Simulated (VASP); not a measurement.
# SrO in VASP: a series of runs, part 2 of 2

VASP 6.6.1. The steps go on from the part before.

## (3) Single point, PBEsol, non-collinear spin, zero start, spin-orbit coupling (z stretched by +0.5 %, x and y held)

Contents of INCAR:

```
ALGO = Normal
EDIFF = 1E-6
ENCUT = 520
GGA = PS
GGA_COMPAT = False
ISIF = 2
ISMEAR = 0
LASPH = True
LCHARG = False
LORBIT = 11
LORBMOM = True
LREAL = False
LSORBIT = True
LWAVE = False
MAGMOM = 0 0 0 0 0 0
NBANDS = 28
NELM = 150
PREC = Accurate
SIGMA = 0.01
```

Contents of KPOINTS:

```
k-points
0
Gamma
  8 8 8
```

Contents of POSCAR:

```
SrO
1.0
    0.0000000000      2.5614439114      2.5742511309
    2.5614439114      0.0000000000      2.5742511309
    2.5614439114      2.5614439114      0.0000000000
Sr O
1 1
Direct
    0.5000000000      0.5000000000      0.5000000000
    0.0000000000      0.0000000000      0.0000000000
```

Potentials or basis: VASP PAW PBE potentials, release 64 (Sr_sv, O).

On the command line:

```console
cat potpaw_PBE.64/Sr_sv/POTCAR potpaw_PBE.64/O/POTCAR > POTCAR
mpirun -np 1 vasp_ncl > vasp.out
```

OUTCAR:

```text
EDIFF = 1E-6
   ENCUT = 520
   GGA = PS
   ISIF = 2
   ISMEAR = 0
   LASPH = True
   LORBIT = 11
   LREAL = False
   LSORBIT = True
   NELM = 150
   PREC = Accurate

 ion  position               nearest neighbor table
   1  0.500  0.500  0.500-   2 2.56   2 2.56   2 2.56   2 2.56   2 2.57   2 2.57
   2  0.000  0.000  0.000-   1 2.56   1 2.56   1 2.56   1 2.56   1 2.57   1 2.57

  LATTYP: Found a body centered tetragonal cell.
 ALAT       =     3.6224287188
 C/A-ratio  =     1.4212846302

  Lattice vectors:

 A1 = (  -2.5614439114,   0.0000000000,   2.5742511309)
 A2 = (   2.5614439114,   0.0000000000,   2.5742511309)
[... 1037 lines left out ...]
     0.0000000     0.0000000     0.0000000     0.0000000     0.0000000
 l=   3
     0.0000000     0.0000000     0.0000000     0.0000000     0.0000000     0.0000000     0.0000000
     0.0000000     0.0000000     0.0000000     0.0000000     0.0000000     0.0000000     0.0000000
     0.0000000     0.0000000     0.0000000     0.0000000     0.0000000     0.0000000     0.0000000
     0.0000000     0.0000000     0.0000000     0.0000000     0.0000000     0.0000000     0.0000000
     0.0000000     0.0000000     0.0000000     0.0000000     0.0000000     0.0000000     0.0000000
     0.0000000     0.0000000     0.0000000     0.0000000     0.0000000     0.0000000     0.0000000
     0.0000000     0.0000000     0.0000000     0.0000000     0.0000000     0.0000000     0.0000000

 total charge

# of ion       s       p       d       tot
------------------------------------------
    1        2.016   5.804   0.264   8.084
    2        1.548   3.403   0.000   4.952
--------------------------------------------------
tot          3.564   9.208   0.264  13.036

 magnetization (x)

# of ion       s       p       d       tot
------------------------------------------
    1        0.000   0.000   0.000   0.000
    2       -0.000  -0.000   0.000  -0.000
--------------------------------------------------
tot          0.000  -0.000   0.000   0.000

 magnetization (y)

# of ion       s       p       d       tot
------------------------------------------
    1       -0.000   0.000  -0.000  -0.000
    2        0.000   0.000   0.000   0.000
--------------------------------------------------
tot         -0.000   0.000  -0.000  -0.000

 magnetization (z)

# of ion       s       p       d       tot
------------------------------------------
    1        0.000   0.000   0.000   0.000
    2       -0.000   0.000   0.000  -0.000
--------------------------------------------------
tot         -0.000   0.000   0.000   0.000
```

OSZICAR:

```text
N       E                     dE             d eps       ncg     rms          rms(c)
DAV:   1     0.811676641399E+02    0.81168E+02   -0.79034E+03  3304   0.109E+03
DAV:   2    -0.928211689921E+01   -0.90450E+02   -0.84887E+02  4184   0.257E+02
DAV:   3    -0.145569791086E+02   -0.52749E+01   -0.52312E+01  5016   0.518E+01
DAV:   4    -0.147040466769E+02   -0.14707E+00   -0.14691E+00  4328   0.667E+00
DAV:   5    -0.147051224815E+02   -0.10758E-02   -0.10757E-02  4296   0.631E-01    0.232E+01
DAV:   6    -0.128654420813E+02    0.18397E+01   -0.60013E+00  3440   0.198E+01    0.242E+01
DAV:   7    -0.127515855359E+02    0.11386E+00   -0.53352E-01  3968   0.592E+00    0.144E+01
DAV:   8    -0.127273188789E+02    0.24267E-01   -0.14623E-01  3688   0.374E+00    0.219E+00
DAV:   9    -0.127269262921E+02    0.39259E-03   -0.72371E-03  4892   0.645E-01    0.303E-01
DAV:  10    -0.127271830980E+02   -0.25681E-03   -0.74416E-04  3844   0.210E-01    0.160E-01
DAV:  11    -0.127274450793E+02   -0.26198E-03   -0.20406E-04  3424   0.136E-01    0.230E-02
DAV:  12    -0.127274511243E+02   -0.60450E-05   -0.23079E-05  4324   0.432E-02    0.131E-02
DAV:  13    -0.127274524545E+02   -0.13302E-05   -0.28857E-06  3608   0.163E-02    0.777E-03
DAV:  14    -0.127274523834E+02    0.71153E-07   -0.17649E-07  2268   0.401E-03
   1 F= -.12727452E+02 E0= -.12727452E+02  d E =-.120806E-90  mag=    -0.0000    -0.0000    -0.0000
```

stdout:

```text
POSCAR found type information on POSCAR SrO
 POSCAR found :  2 types and       2 ions
 scaLAPACK will be used
 -----------------------------------------------------------------------------
|                                                                             |
|                                                                             |
|     You enforced a specific xc type in the INCAR file but a different       |
|     I HOPE YOU KNOW WHAT YOU ARE DOING!                                     |
|                                                                             |
 -----------------------------------------------------------------------------

 LDA part: xc-table for (Slater+PW92), standard interpolation
 POSCAR, INCAR and KPOINTS ok, starting setup
 FFT: planning ... GRIDC
 FFT: planning ... GRID_SOFT
 FFT: planning ... GRID
 WAVECAR not read
 entering main loop
```

Run time: 77 s. Hardware: 1 thread of Intel Xeon 6975P-C (Granite Rapids), shared host; peak memory 0.29 GiB.

Results:

| Quantity | Value |
| --- | --- |
| Free energy | -12.7275 eV |
| Pressure | 0.1 GPa |
| Net moment | 0.00 μB per cell |
| Valence electrons inside the program's atomic spheres | Sr 8.08; O 4.95 |

Moments on the atoms (μB; x, y, z):
```
Sr  0.00 0.00 0.00
O   0.00 0.00 0.00
```

Caveat: the cell differs from its parent crystal (z stretched by +0.5 %, x and y held); the PAW data sets were made with another functional, which shifts forces and pressure a little.

## (4) Single point, PBEsol, non-collinear spin, zero start, spin-orbit coupling (equal xy, yz and zx engineering shears of -0.5 %)

Contents of INCAR:

```
PREC = Accurate
ENCUT = 520
EDIFF = 1E-6
ISMEAR = 0
SIGMA = 0.01
LREAL = F
LASPH = T
NELM = 150
ALGO = Normal
ISIF = 2
LWAVE = F
LCHARG = F
MAGMOM = 0 0 0 0 0 0
LORBIT = 11
LSORBIT = T
GGA_COMPAT = F
LORBMOM = T
GGA = PS
NBANDS = 28
```

Contents of KPOINTS:

```
Automatic mesh
0
Gamma
  8 8 8
```

Contents of POSCAR:

```
SrO
1.0
   -0.0128072196      2.5550403016      2.5550403016
    2.5550403016     -0.0128072196      2.5550403016
    2.5550403016      2.5550403016     -0.0128072196
Sr O
1 1
Direct
    0.5000000000      0.5000000000      0.5000000000
    0.0000000000      0.0000000000      0.0000000000
```

Potentials or basis: VASP PAW PBE potentials, release 64 (Sr_sv, O).

On the command line:

```console
cat potpaw_PBE.64/Sr_sv/POTCAR potpaw_PBE.64/O/POTCAR > POTCAR
mpirun -np 1 vasp_ncl > vasp.out
```

OUTCAR:

```text
PREC = Accurate
   ENCUT = 520
   EDIFF = 1E-6
   ISMEAR = 0
   LREAL = F
   LASPH = T
   NELM = 150
   ISIF = 2
   LORBIT = 11
   LSORBIT = T
   GGA = PS

 ion  position               nearest neighbor table
   1  0.500  0.500  0.500-   2 2.56   2 2.56   2 2.56   2 2.56   2 2.56   2 2.56
   2  0.000  0.000  0.000-   1 2.56   1 2.56   1 2.56   1 2.56   1 2.56   1 2.56

  LATTYP: Found a trigonal (rhomboedric) cell.
 ALAT       =     3.6133953438
 COS(alpha) =     0.4949812503

  Lattice vectors:

 A1 = (  -0.0128072196,   2.5550403016,   2.5550403016)
 A2 = (   2.5550403016,  -0.0128072196,   2.5550403016)
 A3 = (   2.5550403016,   2.5550403016,  -0.0128072196)

Analysis of symmetry for initial positions (statically):
=====================================================================
 Subroutine PRICEL returns:
 Original cell was already a primitive cell.

 Routine SETGRP: Setting up the symmetry group for a
[... 1010 lines left out ...]
 l=   3
     0.0000000     0.0000000     0.0000000     0.0000000     0.0000000     0.0000000     0.0000000
     0.0000000     0.0000000     0.0000000     0.0000000     0.0000000     0.0000000     0.0000000
     0.0000000     0.0000000     0.0000000     0.0000000     0.0000000     0.0000000     0.0000000
     0.0000000     0.0000000     0.0000000     0.0000000     0.0000000     0.0000000     0.0000000
     0.0000000     0.0000000     0.0000000     0.0000000     0.0000000     0.0000000     0.0000000
     0.0000000     0.0000000     0.0000000     0.0000000     0.0000000     0.0000000     0.0000000
     0.0000000     0.0000000     0.0000000     0.0000000     0.0000000     0.0000000     0.0000000

 Ion:    2  E_soc:     -0.0003230
 l=   1
     0.0000000    -0.0000538    -0.0000538
    -0.0000538     0.0000000    -0.0000538
    -0.0000538    -0.0000538     0.0000000
 l=   2
     0.0000000     0.0000000     0.0000000     0.0000000     0.0000000
     0.0000000     0.0000000     0.0000000     0.0000000     0.0000000
     0.0000000     0.0000000     0.0000000     0.0000000     0.0000000
     0.0000000     0.0000000     0.0000000     0.0000000     0.0000000
     0.0000000     0.0000000     0.0000000     0.0000000     0.0000000
 l=   3
     0.0000000     0.0000000     0.0000000     0.0000000     0.0000000     0.0000000     0.0000000
     0.0000000     0.0000000     0.0000000     0.0000000     0.0000000     0.0000000     0.0000000
     0.0000000     0.0000000     0.0000000     0.0000000     0.0000000     0.0000000     0.0000000
     0.0000000     0.0000000     0.0000000     0.0000000     0.0000000     0.0000000     0.0000000
     0.0000000     0.0000000     0.0000000     0.0000000     0.0000000     0.0000000     0.0000000
     0.0000000     0.0000000     0.0000000     0.0000000     0.0000000     0.0000000     0.0000000
     0.0000000     0.0000000     0.0000000     0.0000000     0.0000000     0.0000000     0.0000000

 total charge

# of ion       s       p       d       tot
------------------------------------------
    1        2.017   5.805   0.266   8.088
    2        1.548   3.405   0.000   4.954
--------------------------------------------------
tot          3.565   9.211   0.266  13.042

 magnetization (x)

# of ion       s       p       d       tot
------------------------------------------
    1       -0.000   0.000   0.000  -0.000
    2        0.000   0.000   0.000   0.000
--------------------------------------------------
tot         -0.000   0.000   0.000   0.000

 magnetization (y)

# of ion       s       p       d       tot
------------------------------------------
    1        0.000   0.000   0.000   0.000
    2        0.000  -0.000   0.000  -0.000
--------------------------------------------------
tot          0.000  -0.000   0.000  -0.000

 magnetization (z)

# of ion       s       p       d       tot
------------------------------------------
    1        0.000   0.000   0.000   0.000
    2        0.000   0.000   0.000   0.000
--------------------------------------------------
tot          0.000   0.000   0.000   0.000
```

It took 86 s on 1 thread of Intel Xeon 6975P-C (Granite Rapids), shared host; peak memory 0.29 GiB.

Results:

```
Free energy                                           : -12.7268 eV
Pressure                                              : 0.6 GPa
Net moment                                            : 0.00 μB per cell
Valence electrons inside the program's atomic spheres : Sr 8.09; O 4.95
```

Moments on the atoms (μB; x, y, z):
```
Sr  0.00 0.00 0.00
O   0.00 0.00 0.00
```

Caveat: the cell differs from its parent crystal (equal xy, yz and zx engineering shears of -0.5 %); the PAW data sets were made with another functional, which shifts forces and pressure a little.

## (5) Overview

| cell | pressure (GPa) | moment (μB) |
| --- | --- | --- |
| a = 3.613, b = 3.613, c = 3.622 Å, angles 59.9, 59.9, 60.2°, 2 atoms | 1.1 | 0.00 |
| a = 3.631, b = 3.631, c = 3.622 Å, angles 60.1, 60.1, 59.8°, 2 atoms | 0.1 | 0.00 |
| a = 3.613 Å, angles 60.3°, 2 atoms | 0.6 | 0.00 |

Alike in all rows: task single point; level PBEsol; potentials or basis VASP PAW PBE potentials, release 64 (Sr_sv, O); spin non-collinear, zero start, SOC; k mesh 8 × 8 × 8; cutoff (eV) 520; smearing gaussian 0.01 eV.

Caveats: the PAW data sets were made with another functional, which shifts forces and pressure a little.

Absolute energies hang on the potentials; compare differences alone.
